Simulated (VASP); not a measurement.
# Cs (Fd-3m) in VASP: a series of runs

Runs on Cs. Level: RPBE. Tasks: single point, relaxation of cell and atoms.

Program: VASP 6.6.1. These are calculated values, not measurements. Logs are shortened: lines on timing, memory, paths and dates and some standing lists are left out, and cuts for length are marked.

**1. The cell of the first run**

It takes space group Fd-3m (No. 227, cubic). The conventional cell has a = 12.209 Å, b = 12.209 Å, c = 12.209 Å, α = 90.00°, β = 90.00°, γ = 90.00°.

**2. Single point, RPBE (volume scaled by 1.08)**

INCAR

```
SYSTEM = Cs
PREC = Accurate ; ENCUT = 520
EDIFF = 1E-6 ; ISMEAR = -1
SIGMA = 0.1 ; LREAL = .False.
LASPH = .True. ; NELM = 100
ALGO = Normal ; ISIF = 2
LWAVE = .False. ; LCHARG = .False.
GGA = RP ; NBANDS = 16
```

KPOINTS

```
regular mesh
0
Gamma
  5 5 5
  0 0 0
```

POSCAR

```
Cs
1.0
    0.0000000000      6.1043196227      6.1043196227
    6.1043196227      0.0000000000      6.1043196227
    6.1043196227      6.1043196227      0.0000000000
Cs
2
Direct
    0.1250000000      0.1250000000      0.1250000000
    0.8750000000      0.8750000000      0.8750000000
```

Potentials or basis: VASP PAW PBE potentials, release 64 (Cs_sv).

Launch:

```console
> cat potpaw_PBE.64/Cs_sv/POTCAR > POTCAR
> mpirun -np 1 vasp_std > vasp.out
```

OUTCAR:

```text
SYSTEM = Cs
   PREC = Accurate
   ENCUT = 520
   EDIFF = 1E-6
   ISMEAR = -1
   LREAL = .False.
   LASPH = .True.
   NELM = 100
   ISIF = 2
   GGA = RP

 ion  position               nearest neighbor table
   1  0.125  0.125  0.125-
   2  0.875  0.875  0.875-

  LATTYP: Found a face centered cubic cell.
 ALAT       =    12.2086392454

  Lattice vectors:

 A1 = (   0.0000000000,   6.1043196227,   6.1043196227)
 A2 = (   6.1043196227,   0.0000000000,   6.1043196227)
 A3 = (   6.1043196227,   6.1043196227,   0.0000000000)

Analysis of symmetry for initial positions (statically):
=====================================================================
 Subroutine PRICEL returns:
 Original cell was already a primitive cell.

 Routine SETGRP: Setting up the symmetry group for a
 face centered cubic supercell.

 Subroutine GETGRP returns: Found 48 space group operations
 (whereof 12 operations were pure point group operations)
 out of a pool of 48 trial point group operations.

The static configuration has the point symmetry D_3d.
 The point group associated with its full space group is O_h .

Analysis of symmetry for dynamics (positions and initial velocities):
=====================================================================
 Subroutine PRICEL returns:
 Original cell was already a primitive cell.

 Routine SETGRP: Setting up the symmetry group for a
 face centered cubic supercell.

 Subroutine GETGRP returns: Found 48 space group operations
 (whereof 12 operations were pure point group operations)
 out of a pool of 48 trial point group operations.

The dynamic configuration has the point symmetry D_3d.
 The point group associated with its full space group is O_h .

 Subroutine INISYM returns: Found 48 space group operations
 (whereof 12 operations are pure point group operations),
 and found     1 'primitive' translations

----------------------------------------------------------------------------------------

                                     Primitive cell

  volume of cell :     454.9271

  direct lattice vectors                    reciprocal lattice vectors
     0.000000000  6.104319623  6.104319623    -0.081909210  0.081909210  0.081909210
     6.104319623  0.000000000  6.104319623     0.081909210 -0.081909210  0.081909210
     6.104319623  6.104319623  0.000000000     0.081909210  0.081909210 -0.081909210

  length of vectors
     8.632811599  8.632811599  8.632811599     0.141870914  0.141870914  0.141870914
[... 64 lines left out ...]
   ENCUT  =  520.0 eV  38.22 Ry    6.18 a.u.  16.05 16.05 16.05*2*pi/ulx,y,z
   NELM   =    100;   NELMIN=  2; NELMDL= -5     # of ELM steps
   EDIFF  = 0.1E-05   stopping-criterion for ELM
   LREAL  =      F    real-space projection
   EDIFFG = 0.1E-04   stopping-criterion for IOM
   NSW    =      0    number of steps for IOM
   IBRION =     -1    ionic relax: 0-MD 1-quasi-New 2-CG
   NFREE  =      0    steps in history (QN), initial steepest desc. (CG)
   ISIF   =      2    stress and relaxation
   ISYM   =      2    0-nonsym 1-usesym 2-fastsym
   POTIM  = 0.5000    time-step for ionic-motion
   TEBEG  =    0.0;   TEEND  =   0.0 temperature during run
   PSTRESS=    0.0 pullay stress
   NELECT =      18.0000    total number of electrons
   NUPDOWN=      -1.0000    fix difference up-down
   EMIN   =  10.00;   EMAX   =-10.00  energy-range for DOS
   EFERMI =   0.00;   METHOD = LEGACY
   ISMEAR =    -1;   SIGMA  =   0.10  broadening in eV -4-tet -1-fermi 0-gaus
   EFERMI_NEDOS =   21; number of points for ismear=-14 and -15
   IALGO  =     38    algorithm
   IMIX   =      4    mixing-type and parameters
     AMIX     =   0.40;   BMIX     =  1.00
     AMIX_MAG =   1.60;   BMIX_MAG =  1.00
  volume/ion in A,a.u.               =     227.46      1535.00
  Fermi-wavevector in a.u.,A,eV,Ry     =   0.557851  1.054186  4.234106  0.311198
  Thomas-Fermi vector in A             =   1.592623
   LORBIT       =      0    0 simple, 1 ext, 2 COOP (PROOUT), +10 PAW based schemes
   GGA     = RP    functional components
   LHFCALC =     F    Hartree Fock is set to
   AEXX    =    0.0000 exact exchange contribution
   IVDW    =     0    specifies the selected vdW correction
   LEPSILON=     F    determine dielectric tensor
   LRPA    =     F    only Hartree local field effects (RPA)
 non-spin polarized calculation
  energy-cutoff  :      520.00
  volume of cell :      454.93
 maximum number of plane-waves:     12282
   NGX = 33   NGY = 33   NGZ = 33

 number of electron      18.0000002 magnetization

 Free energy of the ion-electron system (eV)
  ---------------------------------------------------
  ext. energy  EPLUGINS =         0.00000000
  ---------------------------------------------------
  free energy    TOTEN  =        -1.03775648 eV

  energy without entropy =       -0.96909229  energy(sigma->0) =       -1.00342438

 E-fermi :  -0.6194     XC(G=0):  -3.7161

 val. band max:       -0.6544577144   @ k =  -0.4000   0.4000   0.0000
 cond. band min:      -0.5214222597   @ k =  -0.4000   0.4000   0.0000
 fundamental gap:      0.1330354546
 Fermi energy:        -0.6193626805

 k-point     1 :       0.0000    0.0000    0.0000
  band No.  band energies     occupation
      1     -25.0089      2.00000
      2     -25.0028      2.00000
      3     -11.8399      2.00000
      4     -11.8399      2.00000
      5     -11.8399      2.00000
      6     -11.7916      2.00000
[... 167 lines left out ...]
      3     -11.8491      2.00000
      4     -11.8475      2.00000
      5     -11.8236      2.00000
      6     -11.8085      2.00000
[... 8 lines left out ...]
     15       0.9574      0.00000
     16       1.1498      0.00000

------------------------ aborting loop because EDIFF is reached ----------------------------------------

  FORCE on cell =-STRESS in cart. coord.  units (eV):
  Direction    XX          YY          ZZ          XY          YZ          ZX
  --------------------------------------------------------------------------------------
  -------------------------------------------------------------------------------------
  Total       -0.0647126     -0.0647126     -0.0647126      0.0000000      0.0000000     -0.0000000
  in kB       -0.2279071     -0.2279071     -0.2279071      0.0000000      0.0000000     -0.0000000
  external PRESSURE =      -0.2279071 kB  Pullay stress =       0.0000000 kB

 VOLUME and BASIS-vectors are now :
 -----------------------------------------------------------------------------
  energy-cutoff  :      520.00
  volume of cell :      454.93
      direct lattice vectors                 reciprocal lattice vectors
     0.000000000  6.104319623  6.104319623    -0.081909210  0.081909210  0.081909210
     6.104319623  0.000000000  6.104319623     0.081909210 -0.081909210  0.081909210
     6.104319623  6.104319623  0.000000000     0.081909210  0.081909210 -0.081909210

 POSITION                                       TOTAL-FORCE (eV/Angst)
 -----------------------------------------------------------------------------------
      1.52608      1.52608      1.52608        -0.000000     -0.000000     -0.000000
     10.68256     10.68256     10.68256         0.000000      0.000000      0.000000
 -----------------------------------------------------------------------------------
    total drift:                                0.000000      0.000000      0.000000

  FREE ENERGIE OF THE ION-ELECTRON SYSTEM (eV)
  ---------------------------------------------------
  free  energy   TOTEN  =        -1.0377564751 eV

  energy  without entropy=       -0.9690922943  energy(sigma->0) =       -1.00342438
```

It took 87 s on 1 thread of AMD EPYC 9R45 (Zen 5), shared host; peak memory 0.54 GiB.

Results:

| Quantity | Value |
| --- | --- |
| Free energy | -1.0378 eV |
| Pressure | 0.0 GPa |
| Band gap on the k mesh | 0.13 eV, direct |

Caveat: the PAW data sets were made with another functional, which shifts forces and pressure a little; spin-orbit coupling is left out, which moves the levels of the heavy elements.

**3. Single point, RPBE (volume scaled by 1.12)**

INCAR

```
SYSTEM = Cs
ALGO = Normal
EDIFF = 1E-6
ENCUT = 520
GGA = RP
ISIF = 2
ISMEAR = -1
LASPH = .TRUE.
LCHARG = .FALSE.
LREAL = .FALSE.
LWAVE = .FALSE.
NBANDS = 16
NELM = 60
PREC = Accurate
SIGMA = 0.1
```

KPOINTS

```
k-points
0
G
  5 5 5
  0 0 0
```

POSCAR

```
Cs
1.0
    0.0000000000      6.1787698824      6.1787698824
    6.1787698824      0.0000000000      6.1787698824
    6.1787698824      6.1787698824      0.0000000000
Cs
2
Direct
    0.1250000000      0.1250000000      0.1250000000
    0.8750000000      0.8750000000      0.8750000000
```

Potentials or basis: VASP PAW PBE potentials, release 64 (Cs_sv).

Launch:

```console
> cat potpaw_PBE.64/Cs_sv/POTCAR > POTCAR
> mpirun -np 1 vasp_std > vasp.out
```

OUTCAR:

```text
SYSTEM = Cs
   EDIFF = 1E-6
   ENCUT = 520
   GGA = RP
   ISIF = 2
   ISMEAR = -1
   LASPH = .TRUE.
   LREAL = .FALSE.
   NELM = 60
   PREC = Accurate

 ion  position               nearest neighbor table
   1  0.125  0.125  0.125-
   2  0.875  0.875  0.875-

  LATTYP: Found a face centered cubic cell.
 ALAT       =    12.3575397648

  Lattice vectors:

 A1 = (   0.0000000000,   6.1787698824,   6.1787698824)
 A2 = (   6.1787698824,   0.0000000000,   6.1787698824)
[... 360 lines left out ...]
------------------------ aborting loop because EDIFF is reached ----------------------------------------

  FORCE on cell =-STRESS in cart. coord.  units (eV):
  Direction    XX          YY          ZZ          XY          YZ          ZX
  --------------------------------------------------------------------------------------
  -------------------------------------------------------------------------------------
  Total       -0.1051820     -0.1051820     -0.1051820      0.0000000      0.0000000      0.0000000
  in kB       -0.3572036     -0.3572036     -0.3572036      0.0000000      0.0000000      0.0000000
  external PRESSURE =      -0.3572036 kB  Pullay stress =       0.0000000 kB

 VOLUME and BASIS-vectors are now :
 -----------------------------------------------------------------------------
  energy-cutoff  :      520.00
  volume of cell :      471.78
      direct lattice vectors                 reciprocal lattice vectors
     0.000000000  6.178769882  6.178769882    -0.080922256  0.080922256  0.080922256
     6.178769882  0.000000000  6.178769882     0.080922256 -0.080922256  0.080922256
     6.178769882  6.178769882  0.000000000     0.080922256  0.080922256 -0.080922256

 POSITION                                       TOTAL-FORCE (eV/Angst)
 -----------------------------------------------------------------------------------
      1.54469      1.54469      1.54469        -0.000000     -0.000000      0.000000
     10.81285     10.81285     10.81285         0.000000      0.000000     -0.000000
 -----------------------------------------------------------------------------------
    total drift:                                0.000000     -0.000000      0.000000

  FREE ENERGIE OF THE ION-ELECTRON SYSTEM (eV)
  ---------------------------------------------------
  free  energy   TOTEN  =        -1.0350933385 eV

  energy  without entropy=       -0.9661612795  energy(sigma->0) =       -1.00062731
```

stdout:

```text
POSCAR found type information on POSCAR Cs
 POSCAR found :  1 types and       2 ions
 scaLAPACK will be used
 -----------------------------------------------------------------------------
|                                                                             |
|                                                                             |
|     You enforced a specific xc type in the INCAR file but a different       |
|     I HOPE YOU KNOW WHAT YOU ARE DOING!                                     |
|                                                                             |
 -----------------------------------------------------------------------------

 LDA part: xc-table for (Slater+PW92), standard interpolation
 POSCAR, INCAR and KPOINTS ok, starting setup
 FFT: planning ... GRIDC
 FFT: planning ... GRID_SOFT
 FFT: planning ... GRID
 WAVECAR not read
 entering main loop
```

Wall time 1.7 min (1 thread of AMD EPYC 9R45 (Zen 5), shared host); peak memory 0.66 GiB.

Results:

```yaml
Free_energy: -1.0351 eV
Pressure: 0.0 GPa
Band_gap_on_the_k_mesh: 0.14 eV, direct
```

Levels at points of the mesh, in eV from the valence-band top:
| k point | band 6 | band 7 | band 8 | band 9 | band 10 | band 11 | band 12 | band 13 |
| --- | --- | --- | --- | --- | --- | --- | --- | --- |
| (0.00, 0.00, 0.00) | -11.13 | -11.13 | -11.13 | -0.99 | 1.37 | 1.37 | 1.37 | 1.46 |

Caveat: the PAW data sets were made with another functional, which shifts forces and pressure a little; spin-orbit coupling is left out, which moves the levels of the heavy elements.

[end of part 1 of 2]
